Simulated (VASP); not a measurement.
Here is a VASP 6.6.1 calculation.

File INCAR:

```
PREC = Accurate
ENCUT = 520
EDIFF = 1E-6
ISMEAR = 0
SIGMA = 0.1
LREAL = False
LASPH = True
NELM = 100
ALGO = Fast
ISIF = 2
LWAVE = False
LCHARG = False
GGA = PE
NBANDS = 22
```

Contents of KPOINTS:

```
Automatic mesh
0
Gamma
  6 6 4
```

The input POSCAR:

```
Ba2Ca
1.0
    4.6999635519      0.0000000000      0.0000000000
   -2.3499817760      4.0702878328      0.0000000000
    0.0000000000      0.0000000000      5.0747114763
Ba Ca
2 1
Direct
    0.3333333333      0.6666666667      0.5000000000
    0.6666666667      0.3333333333      0.5000000000
    0.0000000000      0.0000000000      0.0000000000
```

Potentials or basis: VASP PAW PBE potentials, release 64 (Ba_sv, Ca_sv).

Launch:

```bash
$ cat potpaw_PBE.64/Ba_sv/POTCAR potpaw_PBE.64/Ca_sv/POTCAR > POTCAR
$ mpirun -np 1 vasp_std > vasp.out
```

Q: What does it give for the pressure?

A: 22.8 GPa.

Q: Estimate the band gap on the k mesh.

A: Zero (bands 15 and 16 overlap by 1.55 eV).

Stress tensor (GPa, compression positive):
```
31.68  0.00  0.00
 0.00 31.68  0.00
 0.00  0.00  5.16
```

Caveat: the stress differs along the axes, from 5 to 32 GPa; spin-orbit coupling is left out, which moves the levels of the heavy elements.
